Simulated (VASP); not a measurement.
Here is a VASP 6.6.1 calculation.

INCAR

```
SYSTEM = Sr
PREC = Accurate ; ENCUT = 520
EDIFF = 1E-6 ; ISMEAR = 0
SIGMA = 0.2 ; LREAL = .False.
LASPH = .True. ; NELM = 100
ALGO = Normal ; ISIF = 2
LWAVE = .False. ; LCHARG = .False.
GGA = PE ; NBANDS = 11
```

KPOINTS

```
Automatic mesh
0
Gamma
  9 9 9
  0 0 0
```

File POSCAR:

```
Sr
1.0
    0.0000000000      3.0191365063      3.0191365063
    3.0191365063      0.0000000000      3.0191365063
    3.0191365063      3.0191365063      0.0000000000
Sr
1
Direct
    0.0000000000      0.0000000000      0.0000000000
```

Potentials or basis: VASP PAW PBE potentials, release 64 (Sr_sv).

Launch:

```bash
$ cat potpaw_PBE.64/Sr_sv/POTCAR > POTCAR
$ mpirun -np 1 vasp_std > vasp.out
```

Question: Predict the pressure.

Answer: 0.0 GPa.
